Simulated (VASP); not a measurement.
Input of a VASP 6.6.1 run:

POSCAR

```
Si3Ge
1.0
    1.9278885880      1.1130669952      6.2927762675
   -1.9278885880      1.1130669952      6.2927762675
    0.0000000000     -2.2261339905      6.2927762675
Si Ge
3 1
Direct
    1.0013340882      0.0013340882      0.0013340882
    0.4987072457      0.4987072457      0.4987072457
    0.3749746944      0.3749746944      0.3749746944
    0.8749839718      0.8749839718      0.8749839718
```

File INCAR.step1:

```
ALGO = Normal
EDIFF = 1E-4
ENCUT = 520
GGA = PE
ISMEAR = 0
LASPH = T
LCHARG = F
LREAL = F
LWAVE = T
NBANDS = 21
NELM = 100
PREC = Accurate
SIGMA = 0.01
```

INCAR.step2

```
ALGO = Normal
EDIFF = 1E-6
ENCUT = 520
ISIF = 2
ISMEAR = 0
ISTART = 1
LASPH = T
LCHARG = F
LMIXTAU = T
LREAL = F
LWAVE = F
METAGGA = R2SCAN
NBANDS = 21
NELM = 100
PREC = Accurate
SIGMA = 0.01
```

File KPOINTS:

```
k-points
0
Gamma
  8 8 8
```

Potentials or basis: VASP PAW PBE potentials, release 64 (Si, Ge_d).

Run with:

```sh
$ cat potpaw_PBE.64/Si/POTCAR potpaw_PBE.64/Ge_d/POTCAR > POTCAR
$ cp INCAR.step1 INCAR
$ mpirun -np 1 vasp_std > vasp.out
$ cp INCAR.step2 INCAR
$ mpirun -np 1 vasp_std > vasp.out
```

(1) What does it give for the band gap on the k mesh?

(2) What does it give for the pressure?

(3) What does it give for the largest force?

Results:

(1) 0.74 eV (least direct gap 1.54 eV).

(2) 2.0 GPa.

(3) 0.016 eV/Å.

Caveat: the cell differs from its parent crystal (strain -0.8%); the PAW data sets were made with another functional, which shifts forces and pressure a little.
